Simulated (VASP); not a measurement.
# MnSb (P6_3/mmc) in VASP: single point with PBE+D3(BJ)

Aim: the single point of MnSb with PBE+D3(BJ).

All numbers are computed with VASP 6.6.1; they aren't measurements. Logs are shortened: lines on timing, memory, paths and dates and some standing lists are left out, and cuts for length are marked.

## (1) The cell of the first run

Symmetry: P6_3/mmc, No. 194, hexagonal system. Conventional cell: a = 4.150 Å, b = 4.150 Å, c = 5.780 Å, α = 90.00°, β = 90.00°, γ = 120.00°. Mn (site symmetry -3m) has 6 Sb at 2.80 Å and 2 Mn at 2.89 Å within 3.7 Å. Sb (site symmetry -6m2) has 6 Mn at 2.80 Å and 6 Sb at 3.75 Å within 3.8 Å.

## (2) Single point, PBE+D3(BJ), collinear spin, ferromagnetic start

File INCAR:

```
SYSTEM = MnSb
PREC = Accurate
ENCUT = 500
EDIFF = 1E-6
ISMEAR = -1
SIGMA = 0.2
LREAL = .False.
LASPH = .True.
NELM = 200
ALGO = Normal
ISIF = 2
LWAVE = .False.
LCHARG = .True.
ISPIN = 2
MAGMOM = 4 4 0 0
LORBIT = 11
LMAXMIX = 4
GGA = PE
IVDW = 12
LELF = .True.
LVHAR = .True.
NBANDS = 30
GGA_COMPAT = .False.
```

File KPOINTS:

```
Automatic mesh
0
Gamma
  8 8 5
  0 0 0
```

File POSCAR:

```
MnSb
1.0
    4.1500000000      0.0000000000      0.0000000000
   -2.0750000000      3.5940054257      0.0000000000
    0.0000000000      0.0000000000      5.7800000000
Mn Sb
2 2
Direct
    0.0000000000      0.0000000000      0.0000000000
    0.0000000000      0.0000000000      0.5000000000
    0.3333333333      0.6666666667      0.2500000000
    0.6666666667      0.3333333333      0.7500000000
```

Potentials or basis: VASP PAW PBE potentials, release 64 (Mn_pv, Sb).

Command:

```bash
$ cat potpaw_PBE.64/Mn_pv/POTCAR potpaw_PBE.64/Sb/POTCAR > POTCAR
$ mpirun -np 1 vasp_std > vasp.out
```

OUTCAR:

```text
SYSTEM = MnSb
   PREC = Accurate
   ENCUT = 500
   EDIFF = 1E-6
   ISMEAR = -1
   LREAL = .False.
   LASPH = .True.
   NELM = 200
   ISIF = 2
   ISPIN = 2
   LORBIT = 11
   GGA = PE
   IVDW = 12
 IVDW          = 12

 ion  position               nearest neighbor table
   1  0.000  0.000  0.000-   3 2.80   4 2.80   3 2.80   4 2.80   4 2.80   3 2.80   2 2.89   2 2.89

   2  0.000  0.000  0.500-   3 2.80   4 2.80   3 2.80   4 2.80   4 2.80   3 2.80   1 2.89   1 2.89

   3  0.333  0.667  0.250-   1 2.80   2 2.80   1 2.80   2 2.80   1 2.80   2 2.80   4 3.75   4 3.75
                             4 3.75   4 3.75   4 3.75   4 3.75
   4  0.667  0.333  0.750-   1 2.80   2 2.80   1 2.80   2 2.80   1 2.80   2 2.80   3 3.75   3 3.75
                             3 3.75   3 3.75   3 3.75   3 3.75

  LATTYP: Found a hexagonal cell.
 ALAT       =     4.1500000000
 C/A-ratio  =     1.3927710843

  Lattice vectors:

 A1 = (   4.1500000000,   0.0000000000,   0.0000000000)
 A2 = (  -2.0750000000,   3.5940054257,   0.0000000000)
 A3 = (   0.0000000000,   0.0000000000,   5.7800000000)

Analysis of symmetry for initial positions (statically):
=====================================================================
 Subroutine PRICEL returns:
 Original cell was already a primitive cell.

 Routine SETGRP: Setting up the symmetry group for a
 hexagonal supercell.

 Subroutine GETGRP returns: Found 24 space group operations
 (whereof 12 operations were pure point group operations)
 out of a pool of 24 trial point group operations.

The static configuration has the point symmetry D_3d.
 The point group associated with its full space group is D_6h.

Analysis of symmetry for dynamics (positions and initial velocities):
=====================================================================
 Subroutine PRICEL returns:
 Original cell was already a primitive cell.

 Routine SETGRP: Setting up the symmetry group for a
 hexagonal supercell.

 Subroutine GETGRP returns: Found 24 space group operations
 (whereof 12 operations were pure point group operations)
 out of a pool of 24 trial point group operations.

The dynamic configuration has the point symmetry D_3d.
 The point group associated with its full space group is D_6h.

Analysis of structural, dynamic, and magnetic symmetry:
=====================================================================
 Subroutine PRICEL returns:
 Original cell was already a primitive cell.

 Routine SETGRP: Setting up the symmetry group for a
 hexagonal supercell.

 Subroutine GETGRP returns: Found 24 space group operations
 (whereof 12 operations were pure point group operations)
 out of a pool of 24 trial point group operations.

The overall configuration has the point symmetry D_3d.
 The point group associated with its full space group is D_6h.

 Subroutine INISYM returns: Found 24 space group operations
 (whereof 12 operations are pure point group operations),
 and found     1 'primitive' translations

----------------------------------------------------------------------------------------

                                     Primitive cell

  volume of cell :      86.2094

  direct lattice vectors                    reciprocal lattice vectors
     4.150000000  0.000000000  0.000000000     0.240963855  0.139120547  0.000000000
    -2.075000000  3.594005426  0.000000000     0.000000000  0.278241094  0.000000000
     0.000000000  0.000000000  5.780000000     0.000000000  0.000000000  0.173010381

  length of vectors
     4.150000000  4.150000000  5.780000000     0.278241094  0.278241094  0.173010381

  position of ions in fractional coordinates (direct lattice)
     0.000000000  0.000000000  0.000000000
     0.000000000  0.000000000  0.500000000
     0.333333333  0.666666667  0.250000000
     0.666666667  0.333333333  0.750000000

  ion indices of the primitive-cell ions
   primitive index   ion index
                 1           1
                 2           2
                 3           3
                 4           4

----------------------------------------------------------------------------------------

 KPOINTS: Automatic mesh

Automatic generation of k-mesh.
 Grid dimensions read from file:
 generate k-points for:    8    8    5

 Generating k-lattice:

  Cartesian coordinates                     Fractional coordinates (reciprocal lattice)
     0.030120482  0.017390068  0.000000000     0.125000000  0.000000000  0.000000000
     0.000000000  0.034780137  0.000000000     0.000000000  0.125000000  0.000000000
     0.000000000  0.000000000  0.034602076     0.000000000  0.000000000  0.200000000

  Length of vectors
     0.034780137  0.034780137  0.034602076

  Shift w.r.t. Gamma in fractional coordinates (k-lattice)
     0.000000000  0.000000000  0.000000000

 Subroutine IBZKPT returns following result:
 ===========================================

 Found     30 irreducible k-points:

 Following reciprocal coordinates:
            Coordinates               Weight
  0.000000  0.000000  0.000000      1.000000
  0.125000  0.000000  0.000000      6.000000
  0.250000  0.000000  0.000000      6.000000
  0.375000  0.000000  0.000000      6.000000
  0.500000  0.000000  0.000000      3.000000
  0.125000  0.125000  0.000000      6.000000
[... 16 lines left out ...]
  0.250000  0.000000  0.400000     12.000000
  0.375000  0.000000  0.400000     12.000000
 [... further k-points ...]
   k-points           NKPTS =     30   k-points in BZ     NKDIM =     30   number of bands    NBANDS=     30
   number of dos      NEDOS =    301   number of ions     NIONS =      4
   total plane-waves  NPLWV =  37800
   dimension x,y,z NGX =    30 NGY =   30 NGZ =   42
   dimension x,y,z NGXF=    60 NGYF=   60 NGZF=   84
   ions per type =               2   2
   NGX,Y,Z   is equivalent  to a cutoff of  12.02, 12.02, 12.08 a.u.
   NGXF,Y,Z  is equivalent  to a cutoff of  24.04, 24.04, 24.16 a.u.
 SYSTEM =  MnSb
   PREC   = accura    normal or accurate (medium, high low for compatibility)
   ISTART =      0    job   : 0-new  1-cont  2-samecut
   ICHARG =      2    charge: 1-file 2-atom 10-const
   ISPIN  =      2    spin polarized calculation?
   LNONCOLLINEAR =      F non collinear calculations
   LSORBIT =      F    spin-orbit coupling
   LASPH  =      T    aspherical Exc in radial PAW
   ENCUT  =  500.0 eV  36.75 Ry    6.06 a.u.   7.57  7.57 10.54*2*pi/ulx,y,z
   NELM   =    200;   NELMIN=  2; NELMDL= -5     # of ELM steps
   EDIFF  = 0.1E-05   stopping-criterion for ELM
   LREAL  =      F    real-space projection
   EDIFFG = 0.1E-04   stopping-criterion for IOM
   NSW    =      0    number of steps for IOM
   IBRION =     -1    ionic relax: 0-MD 1-quasi-New 2-CG
   NFREE  =      0    steps in history (QN), initial steepest desc. (CG)
   ISIF   =      2    stress and relaxation
   ISYM   =      2    0-nonsym 1-usesym 2-fastsym
   POTIM  = 0.5000    time-step for ionic-motion
   TEBEG  =    0.0;   TEEND  =   0.0 temperature during run
   PSTRESS=    0.0 pullay stress
   NELECT =      36.0000    total number of electrons
   NUPDOWN=      -1.0000    fix difference up-down
   EMIN   =  10.00;   EMAX   =-10.00  energy-range for DOS
   EFERMI =   0.00;   METHOD = LEGACY
   ISMEAR =    -1;   SIGMA  =   0.20  broadening in eV -4-tet -1-fermi 0-gaus
   EFERMI_NEDOS =   21; number of points for ismear=-14 and -15
   IALGO  =     38    algorithm
   IMIX   =      4    mixing-type and parameters
     AMIX     =   0.40;   BMIX     =  1.00
     AMIX_MAG =   1.60;   BMIX_MAG =  1.00
  volume/ion in A,a.u.               =      21.55       145.44
  Fermi-wavevector in a.u.,A,eV,Ry     =   1.223651  2.312364 20.372288  1.497321
  Thomas-Fermi vector in A             =   2.358754
   LORBIT       =     11    0 simple, 1 ext, 2 COOP (PROOUT), +10 PAW based schemes
   GGA     = PE    functional components
   LHFCALC =     F    Hartree Fock is set to
   AEXX    =    0.0000 exact exchange contribution
   IVDW    =    12    specifies the selected vdW correction
   LEPSILON=     F    determine dielectric tensor
   LRPA    =     F    only Hartree local field effects (RPA)
 spin polarized calculation
  energy-cutoff  :      500.00
  volume of cell :       86.21
 maximum number of plane-waves:      2211
   NGX = 15   NGY = 15   NGZ = 21

 number of electron      36.0000001 magnetization       6.5606224

 Free energy of the ion-electron system (eV)
  ---------------------------------------------------
  ext. energy  EPLUGINS =         0.00000000
  ---------------------------------------------------
  free energy    TOTEN  =       -26.47584433 eV

  energy without entropy =      -26.11803624  energy(sigma->0) =      -26.29694028

 E-fermi :   7.6247     XC(G=0): -10.6101

 val. band max:        7.6193795149   @ k =   0.2500   0.0000   0.4000
 cond. band min:       7.6249946026   @ k =   0.1250   0.0000   0.2000
 fundamental gap:      0.0056150877
 Fermi energy:         7.6247372372

 spin component 1

 k-point     1 :       0.0000    0.0000    0.0000
  band No.  band energies     occupation
      1     -42.2251      1.00000
      2     -42.2251      1.00000
      3     -42.2176      1.00000
      4     -42.2176      1.00000
      5     -42.0317      1.00000
      6     -41.9521      1.00000
[... 22 lines left out ...]
     29      14.8701      0.00000
     30      14.8701      0.00000

 k-point     2 :       0.1250    0.0000    0.0000
  band No.  band energies     occupation
      1     -42.2254      1.00000
      2     -42.2251      1.00000
      3     -42.2178      1.00000
      4     -42.2177      1.00000
      5     -42.0317      1.00000
      6     -41.9521      1.00000
[... 22 lines left out ...]
     29      13.7607      0.00000
     30      14.2101      0.00000

 k-point     3 :       0.2500    0.0000    0.0000
  band No.  band energies     occupation
      1     -42.2260      1.00000
      2     -42.2253      1.00000
      3     -42.2183      1.00000
      4     -42.2178      1.00000
      5     -42.0315      1.00000
      6     -41.9520      1.00000
[... 682 lines left out ...]
     29      14.7154      0.00000
     30      15.2738      0.00000

 k-point    24 :       0.3750    0.0000    0.4000
  band No.  band energies     occupation
      1     -42.2239      1.00000
      2     -42.2229      1.00000
      3     -42.2214      1.00000
      4     -42.2205      1.00000
      5     -42.0040      1.00000
      6     -41.9795      1.00000
[... 22 lines left out ...]
     29      15.5072      0.00000
     30      16.8743      0.00000

 [... further k-points ...]

 spin component 2

 k-point     1 :       0.0000    0.0000    0.0000
  band No.  band energies     occupation
      1     -38.6693      1.00000
      2     -38.6693      1.00000
      3     -38.6603      1.00000
      4     -38.6603      1.00000
      5     -38.6264      1.00000
      6     -38.5324      1.00000
[... 22 lines left out ...]
     29      15.7802      0.00000
     30      15.7802      0.00000

 k-point     2 :       0.1250    0.0000    0.0000
  band No.  band energies     occupation
      1     -38.6697      1.00000
      2     -38.6694      1.00000
      3     -38.6605      1.00000
      4     -38.6603      1.00000
      5     -38.6263      1.00000
      6     -38.5323      1.00000
[... 22 lines left out ...]
     29      14.5569      0.00000
     30      14.9947      0.00000

 k-point     3 :       0.2500    0.0000    0.0000
  band No.  band energies     occupation
      1     -38.6706      1.00000
      2     -38.6697      1.00000
      3     -38.6611      1.00000
      4     -38.6604      1.00000
      5     -38.6261      1.00000
      6     -38.5322      1.00000
[... 682 lines left out ...]
     29      15.2367      0.00000
     30      15.7963      0.00000

 k-point    24 :       0.3750    0.0000    0.4000
  band No.  band energies     occupation
      1     -38.6681      1.00000
      2     -38.6667      1.00000
      3     -38.6651      1.00000
      4     -38.6638      1.00000
      5     -38.5936      1.00000
      6     -38.5646      1.00000
[... 22 lines left out ...]
     29      16.0202      0.00000
     30      17.3735      0.00000

 [... further k-points ...]

------------------------ aborting loop because EDIFF is reached ----------------------------------------

 Edisp (eV)   -1.55074

 E8    (eV) :    -0.7169

  FORCE on cell =-STRESS in cart. coord.  units (eV):
  Direction    XX          YY          ZZ          XY          YZ          ZX
  --------------------------------------------------------------------------------------
  -------------------------------------------------------------------------------------
  Total      -3.33976    -3.33976    -3.82457     0.00000     0.00000     0.00000
  in kB     -62.06857   -62.06857   -71.07860     0.00000     0.00000     0.00000
  external pressure =      -65.07 kB  Pullay stress =        0.00 kB

 VOLUME and BASIS-vectors are now :
 -----------------------------------------------------------------------------
  energy-cutoff  :      500.00
  volume of cell :       86.21
      direct lattice vectors                 reciprocal lattice vectors
     4.150000000  0.000000000  0.000000000     0.240963855  0.139120547  0.000000000
    -2.075000000  3.594005426  0.000000000     0.000000000  0.278241094  0.000000000
     0.000000000  0.000000000  5.780000000     0.000000000  0.000000000  0.173010381

 POSITION                                       TOTAL-FORCE (eV/Angst)
 -----------------------------------------------------------------------------------
      0.00000      0.00000      0.00000         0.000000      0.000000     -0.000000
      0.00000      0.00000      2.89000         0.000000      0.000000     -0.000000
     -0.00000      2.39600      1.44500         0.000000     -0.000000      0.000000
      2.07500      1.19800      4.33500        -0.000000      0.000000      0.000000
 -----------------------------------------------------------------------------------
    total drift:                                0.000000      0.000000      0.000000

  FREE ENERGIE OF THE ION-ELECTRON SYSTEM (eV)
  ---------------------------------------------------
  free  energy   TOTEN  =       -28.0265810993 eV

  energy  without entropy=      -27.6687730132  energy(sigma->0) =      -27.84767706

 total charge

# of ion       s       p       d       tot
------------------------------------------
    1        0.272   6.207   5.039  11.518
    2        0.272   6.207   5.039  11.518
    3        1.141   1.260   0.041   2.442
    4        1.141   1.260   0.041   2.442
--------------------------------------------------
tot          2.825  14.934  10.161  27.920

 magnetization (x)

# of ion       s       p       d       tot
------------------------------------------
    1        0.035   0.025   3.276   3.336
    2        0.035   0.025   3.276   3.336
    3        0.009  -0.145   0.005  -0.130
    4        0.009  -0.145   0.005  -0.130
--------------------------------------------------
tot          0.089  -0.240   6.561   6.411
```

Run time: 2.4 min. Hardware: 1 thread of Intel Xeon Platinum 8124M at 3.00GHz (Skylake/Cascade Lake), shared host; peak memory 0.29 GiB.

What came out:

```
Free energy                                           : -28.0266 eV
Pressure                                              : -6.5 GPa
Net moment                                            : 6.56 μB per cell
Site moments                                          : Mn +3.34; Sb -0.13 μB
Valence electrons inside the program's atomic spheres : Mn 11.52; Sb 2.44
Dispersion energy per atom                            : -0.388 eV
```

Caveat: three body term missing; the cell stands under tension; spin-orbit coupling is left out, which moves the levels of the heavy elements; only a ferromagnetic start was run, and an antiferromagnetic order may lie lower in energy.
